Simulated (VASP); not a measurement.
# Ca (P6_3/mmc) in VASP: further runs, part 2 of 2

VASP 6.6.1. Earlier steps stand in the parts before.

### Step 4. Single point, PBE (strain +0.080 along x and y, -0.080 along z)

The input, INCAR:

```
SYSTEM = Ca
PREC = Accurate
ENCUT = 520
EDIFF = 1E-7
ISMEAR = 0
SIGMA = 0.15
LREAL = .False.
LASPH = .True.
NELM = 100
ALGO = Fast
ISIF = 2
LWAVE = .False.
LCHARG = .False.
GGA = PE
NBANDS = 17
```

The input, KPOINTS:

```
Automatic mesh
0
Gamma
  15 15 8
  0 0 0
```

The input, POSCAR:

```
Ca
1.0
    4.2983994823      0.0000000000      0.0000000000
   -2.1491997411      3.7225231472      0.0000000000
    0.0000000000      0.0000000000      5.9984000000
Ca
2
Direct
    0.3333333333      0.6666666667      0.2500000000
    0.6666666667      0.3333333333      0.7500000000
```

Potentials or basis: VASP PAW PBE potentials, release 64 (Ca_sv).

Command:

```console
$ cat potpaw_PBE.64/Ca_sv/POTCAR > POTCAR
$ mpirun -np 1 vasp_std > vasp.out
```

OUTCAR:

```text
SYSTEM = Ca
   PREC = Accurate
   ENCUT = 520
   EDIFF = 1E-7
   ISMEAR = 0
   LREAL = .False.
   LASPH = .True.
   NELM = 100
   ISIF = 2
   GGA = PE

 ion  position               nearest neighbor table
   1  0.333  0.667  0.250-
   2  0.667  0.333  0.750-

  LATTYP: Found a hexagonal cell.
 ALAT       =     4.2983994823
 C/A-ratio  =     1.3954961666

  Lattice vectors:

 A1 = (   4.2983994823,   0.0000000000,   0.0000000000)
 A2 = (  -2.1491997411,   3.7225231472,   0.0000000000)
 A3 = (   0.0000000000,   0.0000000000,   5.9984000000)

Analysis of symmetry for initial positions (statically):
=====================================================================
 Subroutine PRICEL returns:
 Original cell was already a primitive cell.

 Routine SETGRP: Setting up the symmetry group for a
 hexagonal supercell.

 Subroutine GETGRP returns: Found 24 space group operations
 (whereof 12 operations were pure point group operations)
 out of a pool of 24 trial point group operations.

[... 157 lines left out ...]

 Free energy of the ion-electron system (eV)
  ---------------------------------------------------
  ext. energy  EPLUGINS =         0.00000000
  ---------------------------------------------------
  free energy    TOTEN  =        -3.70255120 eV

  energy without entropy =       -3.67115980  energy(sigma->0) =       -3.68685550

 E-fermi :   1.5017     XC(G=0):  -7.3416

 val. band max:        1.5000730246   @ k =   0.4000   0.1333   0.3750
 cond. band min:       1.5120844116   @ k =   0.4667  -0.0000   0.5000
 fundamental gap:      0.0120113870
 Fermi energy:         1.5017304381

 k-point     1 :       0.0000    0.0000    0.0000
  band No.  band energies     occupation
      1     -40.8419      2.00000
      2     -40.8279      2.00000
      3     -21.8834      2.00000
      4     -21.7974      2.00000
      5     -21.7974      2.00000
      6     -21.7697      2.00000
[... 457 lines left out ...]
      4     -21.8305      2.00000
      5     -21.8131      2.00000
      6     -21.8067      2.00000
[... 9 lines left out ...]
     16       4.6992      0.00000
     17       4.9700      0.00000

 [... further k-points ...]
[... 5 lines left out ...]
  --------------------------------------------------------------------------------------
  -------------------------------------------------------------------------------------
  Total       -1.4567025     -1.4567025      0.2876343     -0.0000000      0.0000000     -0.0000000
  in kB      -24.3165427    -24.3165427      4.8014410     -0.0000000      0.0000000     -0.0000000
  external PRESSURE =     -14.6105482 kB  Pullay stress =       0.0000000 kB

 VOLUME and BASIS-vectors are now :
 -----------------------------------------------------------------------------
  energy-cutoff  :      520.00
  volume of cell :       95.98
      direct lattice vectors                 reciprocal lattice vectors
     4.298399482  0.000000000  0.000000000     0.232644733  0.134317499  0.000000000
    -2.149199741  3.722523147  0.000000000     0.000000000  0.268634998  0.000000000
     0.000000000  0.000000000  5.998400000     0.000000000  0.000000000  0.166711123

 POSITION                                       TOTAL-FORCE (eV/Angst)
 -----------------------------------------------------------------------------------
     -0.00000      2.48168      1.49960        -0.000000      0.000000     -0.000000
      2.14920      1.24084      4.49880         0.000000      0.000000      0.000000
 -----------------------------------------------------------------------------------
    total drift:                               -0.000000      0.000000     -0.000000

  FREE ENERGIE OF THE ION-ELECTRON SYSTEM (eV)
  ---------------------------------------------------
  free  energy   TOTEN  =        -3.7025511989 eV

  energy  without entropy=       -3.6711597952  energy(sigma->0) =       -3.68685550
```

OSZICAR:

```text
N       E                     dE             d eps       ncg     rms          rms(c)
DAV:   1     0.167613146022E+03    0.16761E+03   -0.99463E+03  4590   0.104E+03
DAV:   2     0.545045158907E+01   -0.16216E+03   -0.16038E+03  5220   0.309E+02
DAV:   3    -0.338022902887E+01   -0.88307E+01   -0.87630E+01  8880   0.519E+01
DAV:   4    -0.369069224722E+01   -0.31046E+00   -0.30986E+00  5944   0.103E+01
DAV:   5    -0.370613676612E+01   -0.15445E-01   -0.15438E-01  7768   0.151E+00    0.315E+00
RMM:   6    -0.370094365391E+01    0.51931E-02   -0.19584E-02  4965   0.139E+00    0.196E+00
RMM:   7    -0.370278842451E+01   -0.18448E-02   -0.47682E-02  5341   0.241E+00    0.152E-01
RMM:   8    -0.370220335396E+01    0.58507E-03   -0.10557E-02  5700   0.113E+00    0.375E-02
RMM:   9    -0.370245553127E+01   -0.25218E-03   -0.31124E-03  7106   0.537E-01    0.372E-02
RMM:  10    -0.370252459411E+01   -0.69063E-04   -0.73203E-04  7108   0.191E-01    0.302E-02
RMM:  11    -0.370254123839E+01   -0.16644E-04   -0.25703E-04  7178   0.121E-01    0.171E-02
RMM:  12    -0.370254671152E+01   -0.54731E-05   -0.66014E-05  7587   0.450E-02    0.196E-03
RMM:  13    -0.370254938779E+01   -0.26763E-05   -0.27034E-05  7498   0.214E-02    0.108E-03
RMM:  14    -0.370254989696E+01   -0.50918E-06   -0.94244E-06  7424   0.114E-02    0.318E-03
RMM:  15    -0.370255089129E+01   -0.99433E-06   -0.40431E-06  6525   0.628E-03    0.424E-04
RMM:  16    -0.370255124720E+01   -0.35591E-06   -0.13807E-06  6061   0.375E-03    0.639E-04
RMM:  17    -0.370255119890E+01    0.48299E-07   -0.80805E-07  5551   0.249E-03
   1 F= -.37025512E+01 E0= -.36868555E+01  d E =-.313914E-01
```

stdout:

```text
POSCAR found type information on POSCAR Ca
 POSCAR found :  1 types and       2 ions
 scaLAPACK will be used
 LDA part: xc-table for (Slater+PW92), standard interpolation
 POSCAR, INCAR and KPOINTS ok, starting setup
 FFT: planning ... GRIDC
 FFT: planning ... GRID_SOFT
 FFT: planning ... GRID
 WAVECAR not read
 entering main loop
WARNING in EDDRMM: call to ZHEGV failed, returncode =   8  4     17
WARNING in EDDRMM: call to ZHEGV failed, returncode =   8  4      9
WARNING in EDDRMM: call to ZHEGV failed, returncode =   6  3     11
 num prob RMM:  14    -0.370254989696E+01   -0.50918E-06   -0.94244E-06  7424   0.114E-02    0.318E-03
 num prob RMM:  15    -0.370255089129E+01   -0.99433E-06   -0.40431E-06  6525   0.628E-03    0.424E-04
 num prob WARNING in EDDRMM: call to ZHEGV failed, returncode =   8  4     14
 num prob  num prob  num prob WARNING in EDDRMM: call to ZHEGV failed, returncode =   6  3      9
 num prob RMM:  16    -0.370255124720E+01   -0.35591E-06   -0.13807E-06  6061   0.375E-03    0.639E-04
 num prob  num prob WARNING in EDDRMM: call to ZHEGV failed, returncode =   8  4     15
 num prob RMM:  17    -0.370255119890E+01    0.48299E-07   -0.80805E-07  5551   0.249E-03
```

Wall time 1.7 min (1 thread of Intel Xeon 6975P-C (Granite Rapids), shared host); peak memory 0.34 GiB.

Results:

```
Free energy            : -3.7026 eV
Pressure               : -1.5 GPa
Band gap on the k mesh : zero (bands 10 and 11 overlap by 0.52 eV)
```

Caveat: the cell differs from its parent crystal (strain +0.080 along x and y, -0.080 along z).

### Step 5. Overview

```csv
cell,further INCAR settings,gap on the mesh (eV),pressure (GPa)
"a = 3.662, b = 3.662, c = 6.520 Å, angles 90.0, 90.0, 120.0°, 2 atoms",ALGO = Fast; EDIFF = 1e-06; NBANDS = 17,none,2.4
"a = 3.662, b = 3.662, c = 5.998 Å, angles 90.0, 90.0, 120.0°, 2 atoms",ALGO = Fast; EDIFF = 1e-07; NBANDS = 17,none,4.7
"a = 4.298, b = 4.298, c = 5.998 Å, angles 90.0, 90.0, 120.0°, 2 atoms",ALGO = Fast; EDIFF = 1e-07; NBANDS = 17,none,-1.5
```

Alike in all rows: task single point; level PBE; potentials or basis VASP PAW PBE potentials, release 64 (Ca_sv); no spin polarisation; k mesh 15 × 15 × 8; cutoff (eV) 520; smearing gaussian 0.15 eV.

Caveats: the cell stands under pressure (at least some runs).

Total energies depend on the potentials used, so only differences within one code and one set of settings carry meaning.
